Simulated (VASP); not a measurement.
# AlNi (P4/mmm) in VASP: notebook

AlNi is run at these levels: PBE+D3(BJ); tasks: single point, relaxation of cell and atoms.

All numbers are computed with VASP 6.6.1; they aren't measurements. Logs are shortened: lines on timing, memory, paths and dates and some standing lists are left out, and cuts for length are marked.

### 1 The cell of the first run

Symmetry: P4/mmm, No. 123, tetragonal system. The conventional cell has a = 2.854 Å, b = 2.854 Å, c = 2.865 Å, α = 90.00°, β = 90.00°, γ = 90.00°. Al (site symmetry 4/mmm) has 8 Ni at 2.47 Å and 6 Al at 2.85 to 2.86 Å within 3.3 Å. Ni (site symmetry 4/mmm) has 8 Al at 2.47 Å and 6 Ni at 2.85 to 2.86 Å within 3.3 Å.

### 2 Single point, PBE+D3(BJ)

Input file INCAR:

```
SYSTEM = AlNi
  ALGO = Normal
  EDIFF = 1E-7
  ENCUT = 520
  GGA = PE
  ISIF = 2
  ISMEAR = 0
  IVDW = 12
  LASPH = .TRUE.
  LCHARG = .FALSE.
  LREAL = .FALSE.
  LWAVE = .FALSE.
  NBANDS = 14
  NELM = 80
  PREC = Accurate
  SIGMA = 0.1
```

Input file KPOINTS:

```
k-points
0
G
  16 16 14
  0 0 0
```

Input file POSCAR:

```
AlNi
1.0
    2.0177966700     -2.0177966700      0.0000000000
    2.0177966700      2.0177966700      0.0000000000
    0.0000000000      0.0000000000      2.8646428978
Al Ni
1 1
Direct
    0.0000000000      0.0000000000      0.0000000000
    0.5000000000      0.5000000000      0.5000000000
```

Potentials or basis: VASP PAW PBE potentials, release 64 (Al, Ni).

Run with:

```bash
$ cat potpaw_PBE.64/Al/POTCAR potpaw_PBE.64/Ni/POTCAR > POTCAR
$ mpirun -np 1 vasp_std > vasp.out
```

OUTCAR:

```text
SYSTEM = AlNi
   EDIFF = 1E-7
   ENCUT = 520
   GGA = PE
   ISIF = 2
   ISMEAR = 0
   IVDW = 12
   LASPH = .TRUE.
   LREAL = .FALSE.
   NELM = 80
   PREC = Accurate
 IVDW          = 12

 ion  position               nearest neighbor table
   1  0.000  0.000  0.000-   2 2.47   2 2.47   2 2.47   2 2.47   2 2.47   2 2.47   2 2.47   2 2.47

   2  0.500  0.500  0.500-   1 2.47   1 2.47   1 2.47   1 2.47   1 2.47   1 2.47   1 2.47   1 2.47

  LATTYP: Found a simple tetragonal cell.
 ALAT       =     2.8535954168
 C/A-ratio  =     1.0038714251

  Lattice vectors:

 A1 = (   2.0177966700,  -2.0177966700,   0.0000000000)
 A2 = (   2.0177966700,   2.0177966700,   0.0000000000)
 A3 = (   0.0000000000,   0.0000000000,   2.8646428978)

Analysis of symmetry for initial positions (statically):
=====================================================================
 Subroutine PRICEL returns:
 Original cell was already a primitive cell.

 Routine SETGRP: Setting up the symmetry group for a
 simple tetragonal supercell.

 Subroutine GETGRP returns: Found 16 space group operations
 (whereof 16 operations were pure point group operations)
 out of a pool of 16 trial point group operations.

The static configuration has the point symmetry D_4h.

Analysis of symmetry for dynamics (positions and initial velocities):
=====================================================================
 Subroutine PRICEL returns:
 Original cell was already a primitive cell.

 Routine SETGRP: Setting up the symmetry group for a
 simple tetragonal supercell.

 Subroutine GETGRP returns: Found 16 space group operations
 (whereof 16 operations were pure point group operations)
 out of a pool of 16 trial point group operations.

The dynamic configuration has the point symmetry D_4h.

 Subroutine INISYM returns: Found 16 space group operations
 (whereof 16 operations are pure point group operations),
 and found     1 'primitive' translations

----------------------------------------------------------------------------------------

                                     Primitive cell

  volume of cell :      23.3268

  direct lattice vectors                    reciprocal lattice vectors
     2.017796670 -2.017796670  0.000000000     0.247795037 -0.247795037  0.000000000
     2.017796670  2.017796670  0.000000000     0.247795037  0.247795037  0.000000000
     0.000000000  0.000000000  2.864642898     0.000000000  0.000000000  0.349083650

  length of vectors
     2.853595417  2.853595417  2.864642898     0.350435102  0.350435102  0.349083650

  position of ions in fractional coordinates (direct lattice)
     0.000000000  0.000000000  0.000000000
     0.500000000  0.500000000  0.500000000

  ion indices of the primitive-cell ions
   primitive index   ion index
                 1           1
                 2           2

----------------------------------------------------------------------------------------

 KPOINTS: k-points

Automatic generation of k-mesh.
 Grid dimensions read from file:
 generate k-points for:   16   16   14

 Generating k-lattice:

  Cartesian coordinates                     Fractional coordinates (reciprocal lattice)
     0.015487190 -0.015487190  0.000000000     0.062500000  0.000000000  0.000000000
     0.015487190  0.015487190  0.000000000     0.000000000  0.062500000  0.000000000
     0.000000000  0.000000000  0.024934546     0.000000000  0.000000000  0.071428571

  Length of vectors
     0.021902194  0.021902194  0.024934546

  Shift w.r.t. Gamma in fractional coordinates (k-lattice)
     0.000000000  0.000000000  0.000000000

 Subroutine IBZKPT returns following result:
 ===========================================

 Found    360 irreducible k-points:

 Following reciprocal coordinates:
            Coordinates               Weight
  0.000000  0.000000  0.000000      1.000000
  0.062500  0.000000  0.000000      4.000000
  0.125000  0.000000  0.000000      4.000000
  0.187500  0.000000  0.000000      4.000000
  0.250000  0.000000  0.000000      4.000000
  0.312500  0.000000  0.000000      4.000000
[... 16 lines left out ...]
  0.437500  0.125000  0.000000      8.000000
  0.500000  0.125000  0.000000      4.000000
 [... further k-points ...]
   k-points           NKPTS =    360   k-points in BZ     NKDIM =    360   number of bands    NBANDS=     14
   number of dos      NEDOS =    301   number of ions     NIONS =      2
   total plane-waves  NPLWV =  13824
   dimension x,y,z NGX =    24 NGY =   24 NGZ =   24
   dimension x,y,z NGXF=    48 NGYF=   48 NGZF=   48
   ions per type =               1   1
   NGX,Y,Z   is equivalent  to a cutoff of  13.98, 13.98, 13.93 a.u.
   NGXF,Y,Z  is equivalent  to a cutoff of  27.96, 27.96, 27.86 a.u.
 SYSTEM =  AlNi
   PREC   = accura    normal or accurate (medium, high low for compatibility)
   ISTART =      0    job   : 0-new  1-cont  2-samecut
   ICHARG =      2    charge: 1-file 2-atom 10-const
   ISPIN  =      1    spin polarized calculation?
   LNONCOLLINEAR =      F non collinear calculations
   LSORBIT =      F    spin-orbit coupling
   LASPH  =      T    aspherical Exc in radial PAW
   ENCUT  =  520.0 eV  38.22 Ry    6.18 a.u.   5.31  5.31  5.33*2*pi/ulx,y,z
   NELM   =     80;   NELMIN=  2; NELMDL= -5     # of ELM steps
   EDIFF  = 0.1E-06   stopping-criterion for ELM
   LREAL  =      F    real-space projection
   EDIFFG = 0.1E-05   stopping-criterion for IOM
   NSW    =      0    number of steps for IOM
   IBRION =     -1    ionic relax: 0-MD 1-quasi-New 2-CG
   NFREE  =      0    steps in history (QN), initial steepest desc. (CG)
   ISIF   =      2    stress and relaxation
   ISYM   =      2    0-nonsym 1-usesym 2-fastsym
   POTIM  = 0.5000    time-step for ionic-motion
   TEBEG  =    0.0;   TEEND  =   0.0 temperature during run
   PSTRESS=    0.0 pullay stress
   NELECT =      13.0000    total number of electrons
   NUPDOWN=      -1.0000    fix difference up-down
   EMIN   =  10.00;   EMAX   =-10.00  energy-range for DOS
   EFERMI =   0.00;   METHOD = LEGACY
   ISMEAR =     0;   SIGMA  =   0.10  broadening in eV -4-tet -1-fermi 0-gaus
   EFERMI_NEDOS =   21; number of points for ismear=-14 and -15
   IALGO  =     38    algorithm
   IMIX   =      4    mixing-type and parameters
     AMIX     =   0.40;   BMIX     =  1.00
     AMIX_MAG =   1.60;   BMIX_MAG =  1.00
  volume/ion in A,a.u.               =      11.66        78.71
  Fermi-wavevector in a.u.,A,eV,Ry     =   1.347217  2.545871 24.694484  1.814993
  Thomas-Fermi vector in A             =   2.474985
   LORBIT       =      0    0 simple, 1 ext, 2 COOP (PROOUT), +10 PAW based schemes
   GGA     = PE    functional components
   LHFCALC =     F    Hartree Fock is set to
   AEXX    =    0.0000 exact exchange contribution
   IVDW    =    12    specifies the selected vdW correction
   LEPSILON=     F    determine dielectric tensor
   LRPA    =     F    only Hartree local field effects (RPA)
 non-spin polarized calculation
 Gauss-broadening in eV      SIGMA  =   0.10
  energy-cutoff  :      520.00
  volume of cell :       23.33
 maximum number of plane-waves:       647
 NGX is ok and might be reduce to    24
   NGX = 11   NGY = 11   NGZ = 11

 number of electron      13.0000008 magnetization

 Free energy of the ion-electron system (eV)
  ---------------------------------------------------
  ext. energy  EPLUGINS =         0.00000000
  ---------------------------------------------------
  free energy    TOTEN  =       -10.52390305 eV

  energy without entropy =      -10.52035346  energy(sigma->0) =      -10.52212826

 E-fermi :  10.3448     XC(G=0): -12.1679

 val. band max:       10.3263924649   @ k =   0.2500   0.0625   0.3571
 cond. band min:      10.3615721390   @ k =   0.5000   0.5000   0.2857
 fundamental gap:      0.0351796740
 Fermi energy:        10.3447588409

 k-point     1 :       0.0000    0.0000    0.0000
  band No.  band energies     occupation
      1      -0.9629      2.00000
      2       7.0121      2.00000
      3       7.0134      2.00000
      4       8.7642      2.00000
      5       8.7642      2.00000
      6       8.7730      2.00000
      7      15.8701      0.00000
      8      16.0108      0.00000
      9      16.0108      0.00000
     10      18.5473      0.00000
     11      18.5790      0.00000
     12      24.5511      0.00000
     13      31.5461      0.00000
     14      31.5583      0.00000

 k-point     2 :       0.0625    0.0000    0.0000
  band No.  band energies     occupation
      1      -0.8895      2.00000
      2       7.0087      2.00000
      3       7.0302      2.00000
      4       8.7310      2.00000
      5       8.7405      2.00000
      6       8.7677      2.00000
      7      15.1939      0.00000
      8      15.9678      0.00000
      9      16.1078      0.00000
     10      18.5579      0.00000
     11      19.3156      0.00000
     12      24.8059      0.00000
     13      30.6600      0.00000
     14      30.7615      0.00000

 k-point     3 :       0.1250    0.0000    0.0000
  band No.  band energies     occupation
      1      -0.6700      2.00000
      2       6.9816      2.00000
      3       7.0812      2.00000
      4       8.6394      2.00000
      5       8.6507      2.00000
      6       8.7777      2.00000
      7      13.7837      0.00000
      8      16.2535      0.00000
      9      16.3916      0.00000
     10      18.5673      0.00000
     11      20.4765      0.00000
     12      25.6096      0.00000
     13      29.1413      0.00000
     14      29.2508      0.00000
[... 324 lines left out ...]
 k-point    23 :       0.4375    0.1250    0.0000
  band No.  band energies     occupation
      1       2.6971      2.00000
      2       4.5969      2.00000
      3       7.5409      2.00000
      4       8.0004      2.00000
      5       8.0755      2.00000
      6       8.7477      2.00000
      7       9.7749      2.00000
      8      16.9649      0.00000
      9      18.8483      0.00000
     10      20.1232      0.00000
     11      21.8407      0.00000
     12      22.3858      0.00000
     13      25.7818      0.00000
     14      26.7338      0.00000

 k-point    24 :       0.5000    0.1250    0.0000
  band No.  band energies     occupation
      1       3.5263      2.00000
      2       3.7353      2.00000
      3       7.5719      2.00000
      4       7.9766      2.00000
      5       8.0517      2.00000
      6       8.7517      2.00000
      7       9.7033      2.00000
      8      17.4047      0.00000
      9      18.4242      0.00000
     10      20.8696      0.00000
     11      21.5454      0.00000
     12      21.7743      0.00000
     13      25.9214      0.00000
     14      26.6862      0.00000

 [... further k-points ...]

------------------------ aborting loop because EDIFF is reached ----------------------------------------

 Edisp (eV)   -0.90894

 E8    (eV) :    -0.4007

  FORCE on cell =-STRESS in cart. coord.  units (eV):
  Direction    XX          YY          ZZ          XY          YZ          ZX
  --------------------------------------------------------------------------------------
  -------------------------------------------------------------------------------------
  Total      -0.00731    -0.00731    -0.00752     0.00000     0.00000     0.00000
  in kB      -0.50222    -0.50222    -0.51678     0.00000     0.00000     0.00000
  external pressure =       -0.51 kB  Pullay stress =        0.00 kB

 VOLUME and BASIS-vectors are now :
 -----------------------------------------------------------------------------
  energy-cutoff  :      520.00
  volume of cell :       23.33
      direct lattice vectors                 reciprocal lattice vectors
     2.017796670 -2.017796670  0.000000000     0.247795037 -0.247795037  0.000000000
     2.017796670  2.017796670  0.000000000     0.247795037  0.247795037  0.000000000
     0.000000000  0.000000000  2.864642898     0.000000000  0.000000000  0.349083650

 POSITION                                       TOTAL-FORCE (eV/Angst)
 -----------------------------------------------------------------------------------
      0.00000      0.00000      0.00000         0.000000      0.000000      0.000000
      2.01780      0.00000      1.43232        -0.000000     -0.000000      0.000000
 -----------------------------------------------------------------------------------
    total drift:                                0.000000     -0.000000     -0.000000

  FREE ENERGIE OF THE ION-ELECTRON SYSTEM (eV)
  ---------------------------------------------------
  free  energy   TOTEN  =       -11.4328447712 eV

  energy  without entropy=      -11.4292951812  energy(sigma->0) =      -11.43106998
```

Run time: 52 s. Hardware: 1 thread of Intel Xeon 6975P-C, shared host; peak memory 0.25 GiB.

What came out:

```yaml
Free_energy: -11.4328 eV
Pressure: -0.1 GPa
Dispersion_energy_per_atom: -0.454 eV
```

Levels at points of the mesh, in eV from the Fermi level:
| k point | band 4 | band 5 | band 6 | band 7 | band 8 | band 9 | band 10 | band 11 |
| --- | --- | --- | --- | --- | --- | --- | --- | --- |
| (0.00, 0.00, 0.00) | -1.58 | -1.58 | -1.57 | 5.53 | 5.67 | 5.67 | 8.20 | 8.23 |
| (0.50, 0.00, 0.00) | -2.32 | -2.30 | -1.49 | -0.63 | 8.32 | 10.07 | 10.21 | 11.08 |
| (0.50, 0.50, 0.00) | -2.92 | -2.14 | -2.14 | -1.03 | 1.57 | 2.62 | 12.50 | 15.29 |
| (0.00, 0.00, 0.50) | -2.30 | -2.30 | -1.48 | -0.66 | 8.32 | 10.19 | 10.19 | 11.16 |
| (0.50, 0.00, 0.50) | -2.94 | -2.13 | -2.12 | -1.03 | 1.53 | 2.59 | 12.60 | 15.35 |
| (0.50, 0.50, 0.50) | -1.00 | -1.00 | 1.99 | 2.00 | 2.00 | 3.92 | 4.55 | 4.55 |

Caveat: pairwise dispersion overbinds metals, which lowers pressure and volume. Spin polarisation is off, so any magnetic state and its effect on volume and gap are missing.

### 3 Relaxation of cell and atoms, PBE+D3(BJ)

This run uses another cell than the first one, of 12.11 Å³/atom, 1.038 times its volume.

Input file INCAR:

```
SYSTEM = AlNi
PREC = Accurate
ENCUT = 600
EDIFF = 1E-6
ISMEAR = 0
SIGMA = 0.1
LREAL = .False.
LASPH = .True.
NELM = 80
ALGO = Fast
ISIF = 3
LWAVE = .False.
LCHARG = .False.
GGA = PE
IVDW = 12
IBRION = 2
NSW = 70
EDIFFG = -0.005
```

Input file KPOINTS:

```
Automatic mesh
0
Gamma
  16 16 14
  0 0 0
```

Input file POSCAR:

```
AlNi
1.0
    2.0428069415     -2.0428126720      0.0000000000
    2.0428069415      2.0428126720      0.0000000000
    0.0000000000      0.0000000000      2.9011416492
Al Ni
1 1
Direct
    0.0000000000      0.0000000000      0.0000000000
    0.5000000000      0.5000000000      0.5000000000
```

Potentials or basis: VASP PAW PBE potentials, release 64 (Al, Ni).

Run with:

```bash
$ cat potpaw_PBE.64/Al/POTCAR potpaw_PBE.64/Ni/POTCAR > POTCAR
$ mpirun -np 1 vasp_std > vasp.out
```

OUTCAR:

```text
SYSTEM = AlNi
   PREC = Accurate
   ENCUT = 600
   EDIFF = 1E-6
   ISMEAR = 0
   LREAL = .False.
   LASPH = .True.
   NELM = 80
   ISIF = 3
   GGA = PE
   IVDW = 12
   IBRION = 2
   NSW = 70
   EDIFFG = -0.005
 IVDW          = 12

 ion  position               nearest neighbor table
   1  0.000  0.000  0.000-   2 2.51   2 2.51   2 2.51   2 2.51   2 2.51   2 2.51   2 2.51   2 2.51

   2  0.500  0.500  0.500-   1 2.51   1 2.51   1 2.51   1 2.51   1 2.51   1 2.51   1 2.51   1 2.51

  LATTYP: Found a simple tetragonal cell.
 ALAT       =     2.8889693341
 C/A-ratio  =     1.0042133764

  Lattice vectors:

 A1 = (   2.0428069415,  -2.0428126720,   0.0000000000)
 A2 = (   2.0428069415,   2.0428126720,   0.0000000000)
 A3 = (   0.0000000000,   0.0000000000,   2.9011416492)

Analysis of symmetry for initial positions (statically):
[... 186 lines left out ...]
  band No.  band energies     occupation
      1      -1.1852      2.00000
      2       6.6981      2.00000
      3       6.6990      2.00000
      4       8.3473      2.00000
      5       8.3473      2.00000
      6       8.3562      2.00000
      7      15.2095      0.00000
      8      15.3583      0.00000
      9      15.3583      0.00000
     10      17.9296      0.00000
[... 578 lines left out ...]
--------------------------------------- Ionic step        8  -------------------------------------------

 number of electron      13.0000013 magnetization

 Free energy of the ion-electron system (eV)
  ---------------------------------------------------
  ext. energy  EPLUGINS =         0.00000000
  ---------------------------------------------------
  free energy    TOTEN  =       -10.52415400 eV

  energy without entropy =      -10.52061022  energy(sigma->0) =      -10.52238211

 E-fermi :  10.3418     XC(G=0): -12.1670

 val. band max:       10.3220158554   @ k =   0.2500   0.0625   0.3571
 cond. band min:      10.3593885455   @ k =   0.5000   0.5000   0.2857
 fundamental gap:      0.0373726901
 Fermi energy:        10.3418146964

 k-point     1 :       0.0000    0.0000    0.0000
  band No.  band energies     occupation
      1      -0.9641      2.00000
      2       7.0100      2.00000
      3       7.0117      2.00000
      4       8.7614      2.00000
      5       8.7614      2.00000
      6       8.7710      2.00000
      7      15.8595      0.00000
      8      16.0113      0.00000
      9      16.0114      0.00000
     10      18.5428      0.00000
[... 332 lines left out ...]
  FREE ENERGIE OF THE ION-ELECTRON SYSTEM (eV)
  ---------------------------------------------------
  free  energy   TOTEN  =       -11.4329367439 eV

  energy  without entropy=      -11.4293929596  energy(sigma->0) =      -11.43116485

 reached required accuracy - stopping structural energy minimisation
```

It took 3.3 min on 1 thread of Intel Xeon 6975P-C, shared host; peak memory 0.27 GiB.

Results:

* Free energy: -11.4329 eV
* Relaxed volume: 11.67 Å³/atom
* Relaxed cell: a = 2.853 Å, b = 2.853 Å, c = 2.865 Å, α = 90.00°, β = 90.00°, γ = 90.00°
* Space group after relaxing (to 0.05 Å): Pm-3m (No. 221)
* Energy gained by relaxing: 8.7 meV/atom
* Ionic steps: 8
* Pressure after relaxing: 0.0 GPa
* Dispersion energy per atom: -0.454 eV

The path:
```tsv
step	energy change (eV)	largest force (eV/Å)	pressure (GPa)	volume (Å³)
1	0.0000	0.0000	-6.68	24.21
2	-0.0005	0.0000	6.43	22.49
3	-0.0175	0.0000	-0.26	23.35
4	-0.0175	0.0000	0.19	23.32
5	-0.0175	0.0000	-0.57	23.36
6	-0.0175	0.0000	0.09	23.33
7	-0.0175	0.0000	-0.26	23.33
8	-0.0175	0.0000	-0.01	23.33
```

Final structure:
```cif
data_structure
_symmetry_space_group_name_H-M 'P 1'
_symmetry_Int_Tables_number 1
_cell_length_a 2.8535
_cell_length_b 2.8535
_cell_length_c 2.8654
_cell_angle_alpha 90.000
_cell_angle_beta 90.000
_cell_angle_gamma 90.000
_cell_volume 23.33
loop_
_atom_site_label
_atom_site_type_symbol
_atom_site_fract_x
_atom_site_fract_y
_atom_site_fract_z
_atom_site_occupancy
Al1 Al 0.00000 0.00000 0.00000 1
Ni1 Ni 0.50000 0.50000 0.50000 1
```

Caveat: pairwise dispersion overbinds metals, which lowers pressure and volume. Spin polarisation is off, so any magnetic state and its effect on volume and gap are missing.
